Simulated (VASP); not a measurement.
# Nb (Im-3m) in VASP: further runs

Runs on Nb. Level: PBE. Tasks: single point, relaxation of cell and atoms.

All numbers are computed with VASP 6.6.1; they aren't measurements. Logs are shortened: lines on timing, memory, paths and dates and some standing lists are left out, and cuts for length are marked.

### 1 The cell of the first run

Symmetry: Im-3m, No. 229, cubic system. The conventional cell has a = 3.309 Å, b = 3.309 Å, c = 3.309 Å, α = 90.00°, β = 90.00°, γ = 90.00°. Within 3.8 Å of Nb (site symmetry m-3m) lie 14 Nb at 2.87 to 3.31 Å.

### 2 Single point, PBE

File INCAR:

```
  PREC = Accurate
  ENCUT = 520
  EDIFF = 1E-6
  ISMEAR = 1
  SIGMA = 0.1
  LREAL = F
  LASPH = T
  NELM = 60
  ALGO = Normal
  ISIF = 2
  LWAVE = F
  LCHARG = F
  GGA = PE
  NBANDS = 12
```

File KPOINTS:

```
regular mesh
0
Gamma
  16 16 16
```

File POSCAR:

```
Nb
1.0
   -1.6542874474      1.6542874474      1.6542874474
    1.6542874474     -1.6542874474      1.6542874474
    1.6542874474      1.6542874474     -1.6542874474
Nb
1
Direct
    0.0000000000      0.0000000000      0.0000000000
```

Potentials or basis: VASP PAW PBE potentials, release 64 (Nb_sv).

On the command line:

```sh
$ cat potpaw_PBE.64/Nb_sv/POTCAR > POTCAR
$ mpirun -np 1 vasp_std > vasp.out
```

OUTCAR:

```text
PREC = Accurate
   ENCUT = 520
   EDIFF = 1E-6
   ISMEAR = 1
   LREAL = F
   LASPH = T
   NELM = 60
   ISIF = 2
   GGA = PE

 ion  position               nearest neighbor table
   1  0.000  0.000  0.000-

  LATTYP: Found a body centered cubic cell.
 ALAT       =     3.3085748948

  Lattice vectors:

 A1 = (  -1.6542874474,   1.6542874474,   1.6542874474)
 A2 = (   1.6542874474,  -1.6542874474,   1.6542874474)
 A3 = (   1.6542874474,   1.6542874474,  -1.6542874474)

Analysis of symmetry for initial positions (statically):
=====================================================================
 Subroutine PRICEL returns:
 Original cell was already a primitive cell.

 Routine SETGRP: Setting up the symmetry group for a
 body centered cubic supercell.

 Subroutine GETGRP returns: Found 48 space group operations
 (whereof 48 operations were pure point group operations)
 out of a pool of 48 trial point group operations.

The static configuration has the point symmetry O_h .

Analysis of symmetry for dynamics (positions and initial velocities):
=====================================================================
 Subroutine PRICEL returns:
 Original cell was already a primitive cell.

 Routine SETGRP: Setting up the symmetry group for a
 body centered cubic supercell.

 Subroutine GETGRP returns: Found 48 space group operations
 (whereof 48 operations were pure point group operations)
 out of a pool of 48 trial point group operations.

The dynamic configuration has the point symmetry O_h .

 Subroutine INISYM returns: Found 48 space group operations
 (whereof 48 operations are pure point group operations),
 and found     1 'primitive' translations

----------------------------------------------------------------------------------------

                                     Primitive cell

  volume of cell :      18.1089

  direct lattice vectors                    reciprocal lattice vectors
    -1.654287447  1.654287447  1.654287447     0.000000000  0.302244934  0.302244934
     1.654287447 -1.654287447  1.654287447     0.302244934  0.000000000  0.302244934
     1.654287447  1.654287447 -1.654287447     0.302244934  0.302244934  0.000000000

  length of vectors
     2.865309909  2.865309909  2.865309909     0.427438885  0.427438885  0.427438885

  position of ions in fractional coordinates (direct lattice)
     0.000000000  0.000000000  0.000000000

  ion indices of the primitive-cell ions
   primitive index   ion index
                 1           1

----------------------------------------------------------------------------------------

 KPOINTS: regular mesh

Automatic generation of k-mesh.
 Grid dimensions read from file:
 generate k-points for:   16   16   16

 Generating k-lattice:

  Cartesian coordinates                     Fractional coordinates (reciprocal lattice)
     0.000000000  0.018890308  0.018890308     0.062500000  0.000000000  0.000000000
     0.018890308  0.000000000  0.018890308     0.000000000  0.062500000  0.000000000
     0.018890308  0.018890308  0.000000000     0.000000000  0.000000000  0.062500000

  Length of vectors
     0.026714930  0.026714930  0.026714930

  Shift w.r.t. Gamma in fractional coordinates (k-lattice)
     0.000000000  0.000000000  0.000000000

 Subroutine IBZKPT returns following result:
 ===========================================

 Found    145 irreducible k-points:

 Following reciprocal coordinates:
            Coordinates               Weight
  0.000000  0.000000  0.000000      1.000000
  0.062500  0.000000  0.000000     12.000000
  0.125000  0.000000  0.000000     12.000000
  0.187500  0.000000  0.000000     12.000000
  0.250000  0.000000  0.000000     12.000000
  0.312500  0.000000  0.000000     12.000000
[... 16 lines left out ...]
  0.187500  0.187500  0.000000     24.000000
  0.250000  0.187500  0.000000     48.000000
 [... further k-points ...]
   k-points           NKPTS =    145   k-points in BZ     NKDIM =    145   number of bands    NBANDS=     12
   number of dos      NEDOS =    301   number of ions     NIONS =      1
   total plane-waves  NPLWV =  13824
   dimension x,y,z NGX =    24 NGY =   24 NGZ =   24
   dimension x,y,z NGXF=    48 NGYF=   48 NGZF=   48
   ions per type =               1
   NGX,Y,Z   is equivalent  to a cutoff of  13.92, 13.92, 13.92 a.u.
   NGXF,Y,Z  is equivalent  to a cutoff of  27.85, 27.85, 27.85 a.u.
 SYSTEM =  unknown system
   PREC   = accura    normal or accurate (medium, high low for compatibility)
   ISTART =      0    job   : 0-new  1-cont  2-samecut
   ICHARG =      2    charge: 1-file 2-atom 10-const
   ISPIN  =      1    spin polarized calculation?
   LNONCOLLINEAR =      F non collinear calculations
   LSORBIT =      F    spin-orbit coupling
   LASPH  =      T    aspherical Exc in radial PAW
   ENCUT  =  520.0 eV  38.22 Ry    6.18 a.u.   5.33  5.33  5.33*2*pi/ulx,y,z
   NELM   =     60;   NELMIN=  2; NELMDL= -5     # of ELM steps
   EDIFF  = 0.1E-05   stopping-criterion for ELM
   LREAL  =      F    real-space projection
   EDIFFG = 0.1E-04   stopping-criterion for IOM
   NSW    =      0    number of steps for IOM
   IBRION =     -1    ionic relax: 0-MD 1-quasi-New 2-CG
   NFREE  =      0    steps in history (QN), initial steepest desc. (CG)
   ISIF   =      2    stress and relaxation
   ISYM   =      2    0-nonsym 1-usesym 2-fastsym
   POTIM  = 0.5000    time-step for ionic-motion
   TEBEG  =    0.0;   TEEND  =   0.0 temperature during run
   PSTRESS=    0.0 pullay stress
   NELECT =      13.0000    total number of electrons
   NUPDOWN=      -1.0000    fix difference up-down
   EMIN   =  10.00;   EMAX   =-10.00  energy-range for DOS
   EFERMI =   0.00;   METHOD = LEGACY
   ISMEAR =     1;   SIGMA  =   0.10  broadening in eV -4-tet -1-fermi 0-gaus
   EFERMI_NEDOS =   21; number of points for ismear=-14 and -15
   IALGO  =     38    algorithm
   IMIX   =      4    mixing-type and parameters
     AMIX     =   0.40;   BMIX     =  1.00
     AMIX_MAG =   1.60;   BMIX_MAG =  1.00
  volume/ion in A,a.u.               =      18.11       122.21
  Fermi-wavevector in a.u.,A,eV,Ry     =   1.465857  2.770068 29.235343  2.148737
  Thomas-Fermi vector in A             =   2.581664
   LORBIT       =      0    0 simple, 1 ext, 2 COOP (PROOUT), +10 PAW based schemes
   GGA     = PE    functional components
   LHFCALC =     F    Hartree Fock is set to
   AEXX    =    0.0000 exact exchange contribution
   IVDW    =     0    specifies the selected vdW correction
   LEPSILON=     F    determine dielectric tensor
   LRPA    =     F    only Hartree local field effects (RPA)
 non-spin polarized calculation
 Methfessel and Paxton  Order N= 1 SIGMA  =   0.10
  energy-cutoff  :      520.00
  volume of cell :       18.11
 maximum number of plane-waves:       496
 NGX is ok and might be reduce to    24
   NGX = 11   NGY = 11   NGZ = 11

 number of electron      13.0000000 magnetization

 Free energy of the ion-electron system (eV)
  ---------------------------------------------------
  ext. energy  EPLUGINS =         0.00000000
  ---------------------------------------------------
  free energy    TOTEN  =       -10.21739088 eV

  energy without entropy =      -10.21672135  energy(sigma->0) =      -10.21716770

 E-fermi :  11.1132     XC(G=0): -12.4717

 val. band max:       11.1075469575   @ k =   0.1250   0.0000   0.0000
 cond. band min:      11.1194720067   @ k =  -0.1250   0.1875   0.0625
 fundamental gap:      0.0119250492
 Fermi energy:        11.1131846871

 k-point     1 :       0.0000    0.0000    0.0000
  band No.  band energies     occupation
      1     -43.2669      2.00000
      2     -18.5756      2.00000
      3     -18.5756      2.00000
      4     -18.5756      2.00000
      5       5.1682      2.00000
      6      11.4746     -0.00000
      7      11.4746     -0.00000
      8      11.4746     -0.00000
      9      14.3661      0.00000
     10      14.3661      0.00000
     11      25.3089      0.00000
     12      25.3089      0.00000

 k-point     2 :       0.0625    0.0000    0.0000
  band No.  band energies     occupation
      1     -43.2580      2.00000
      2     -18.6305      2.00000
      3     -18.5923      2.00000
      4     -18.5761      2.00000
      5       5.3288      2.00000
      6      11.3756     -0.00131
      7      11.4510     -0.00002
      8      11.6277     -0.00000
      9      14.2136      0.00000
     10      14.3662      0.00000
     11      25.4408      0.00000
     12      25.5868      0.00000

 k-point     3 :       0.1250    0.0000    0.0000
  band No.  band energies     occupation
      1     -43.2324      2.00000
      2     -18.7845      2.00000
      3     -18.6394      2.00000
      4     -18.5774      2.00000
      5       5.7838      2.00000
      6      11.1075      1.09525
      7      11.3468     -0.00466
      8      12.0803     -0.00000
      9      13.9169      0.00000
     10      14.3770      0.00000
     11      25.7423      0.00000
     12      26.3878      0.00000
[... 286 lines left out ...]
 k-point    23 :       0.1875    0.1875    0.0000
  band No.  band energies     occupation
      1     -43.0914      2.00000
      2     -19.4895      2.00000
      3     -18.8963      2.00000
      4     -18.6735      2.00000
      5       8.0861      2.00000
      6      10.0543      2.00000
      7      10.4527      2.00000
      8      13.5752      0.00000
      9      15.0112      0.00000
     10      15.6619      0.00000
     11      25.1186      0.00000
     12      26.4762      0.00000

 k-point    24 :       0.2500    0.1875    0.0000
  band No.  band energies     occupation
      1     -43.0549      2.00000
      2     -19.6227      2.00000
      3     -19.0076      2.00000
      4     -18.6913      2.00000
      5       8.3902      2.00000
      6       9.8302      2.00000
      7      10.6765      2.00000
      8      13.7984      0.00000
      9      15.1267      0.00000
     10      16.9840      0.00000
     11      24.0927      0.00000
     12      25.7002      0.00000

 [... further k-points ...]
[... 5 lines left out ...]
  --------------------------------------------------------------------------------------
  -------------------------------------------------------------------------------------
  Total       -0.0404532     -0.0404532     -0.0404532      0.0000000     -0.0000000     -0.0000000
  in kB       -3.5790732     -3.5790732     -3.5790732      0.0000000     -0.0000000     -0.0000000
  external PRESSURE =      -3.5790732 kB  Pullay stress =       0.0000000 kB

 VOLUME and BASIS-vectors are now :
 -----------------------------------------------------------------------------
  energy-cutoff  :      520.00
  volume of cell :       18.11
      direct lattice vectors                 reciprocal lattice vectors
    -1.654287447  1.654287447  1.654287447     0.000000000  0.302244934  0.302244934
     1.654287447 -1.654287447  1.654287447     0.302244934  0.000000000  0.302244934
     1.654287447  1.654287447 -1.654287447     0.302244934  0.302244934  0.000000000

 POSITION                                       TOTAL-FORCE (eV/Angst)
 -----------------------------------------------------------------------------------
      0.00000      0.00000      0.00000         0.000000     -0.000000     -0.000000
 -----------------------------------------------------------------------------------
    total drift:                                0.000000      0.000000     -0.000000

  FREE ENERGIE OF THE ION-ELECTRON SYSTEM (eV)
  ---------------------------------------------------
  free  energy   TOTEN  =       -10.2173908804 eV

  energy  without entropy=      -10.2167213508  energy(sigma->0) =      -10.21716770
```

It took 18 s on 1 thread of Intel Xeon Platinum 8259CL at 2.50GHz (Skylake/Cascade Lake), shared host; peak memory 0.16 GiB.

What came out:

```yaml
Free_energy: -10.2174 eV
Pressure: -0.4 GPa
```

Levels at points of the mesh, in eV from the Fermi level:
```csv
k point,band 4,band 5,band 6,band 7,band 8,band 9
"(0.00, 0.00, 0.00)",-29.69,-5.94,0.36,0.36,0.36,3.25
"(0.50, 0.00, 0.00)",-29.70,-3.71,-1.65,2.25,3.28,3.96
"(0.50, 0.50, 0.50)",-30.60,-3.70,-3.70,5.56,5.56,5.56
```

### 3 Relaxation of cell and atoms, PBE

This run uses another cell than the first one, of 18.26 Å³/atom, 1.008 times its volume.

File INCAR:

```
PREC = Accurate ; ENCUT = 600
EDIFF = 1E-6 ; ISMEAR = 1
SIGMA = 0.1 ; LREAL = False
LASPH = True ; NELM = 80
ALGO = Normal ; ISIF = 3
LWAVE = False ; LCHARG = False
GGA = PE ; IBRION = 2
NSW = 80 ; EDIFFG = -0.005
```

File KPOINTS:

```
Automatic mesh
0
Gamma
  16 16 16
```

File POSCAR:

```
Nb
1.0
   -1.6588162000      1.6588162000      1.6588162000
    1.6588162000     -1.6588162000      1.6588162000
    1.6588162000      1.6588162000     -1.6588162000
Nb
1
Direct
    0.0000000000      0.0000000000      0.0000000000
```

Potentials or basis: VASP PAW PBE potentials, release 64 (Nb_sv).

On the command line:

```sh
$ cat potpaw_PBE.64/Nb_sv/POTCAR > POTCAR
$ mpirun -np 1 vasp_std > vasp.out
```

Run time: 39 s. Hardware: 1 thread of Intel Xeon Platinum 8259CL at 2.50GHz (Skylake/Cascade Lake), shared host; peak memory 0.17 GiB.

Results (log left out):

```yaml
Free_energy: -10.2174 eV
Relaxed_volume: 18.07 Å³/atom
Relaxed_cell: a = 2.863 Å, b = 2.863 Å, c = 2.863 Å, α = 109.47°, β = 109.47°, γ = 109.47°
Space_group_after_relaxing_to_0.05_Å: Im-3m (No. 229)
Energy_gained_by_relaxing: 1.0 meV/atom
Ionic_steps: 3
Pressure_after_relaxing: 0.0 GPa
```

The path:
```
step  energy change (eV)  largest force (eV/Å)  pressure (GPa)  volume (Å³)
   1              0.0000                0.0000           -1.69        18.26
   2              0.0021                0.0000            3.14        17.75
   3             -0.0010                0.0000            0.00        18.07
```

Final structure:
```yaml
crystal:
  lattice:
    - [-1.65322, 1.65322, 1.65322]
    - [1.65322, -1.65322, 1.65322]
    - [1.65322, 1.65322, -1.65322]
  atoms:
    - { symbol: Nb, position: [0.00000, 0.00000, 0.00000] }
```

Levels at points of the mesh, in eV from the Fermi level:
| k point | band 4 | band 5 | band 6 | band 7 | band 8 | band 9 |
| --- | --- | --- | --- | --- | --- | --- |
| (0.00, 0.00, 0.00) | -29.68 | -5.95 | 0.36 | 0.36 | 0.36 | 3.26 |
| (0.50, 0.00, 0.00) | -29.70 | -3.72 | -1.65 | 2.26 | 3.29 | 3.97 |
| (0.50, 0.50, 0.50) | -30.60 | -3.71 | -3.71 | 5.57 | 5.57 | 5.57 |

(Part 1 of 2 ends here.)
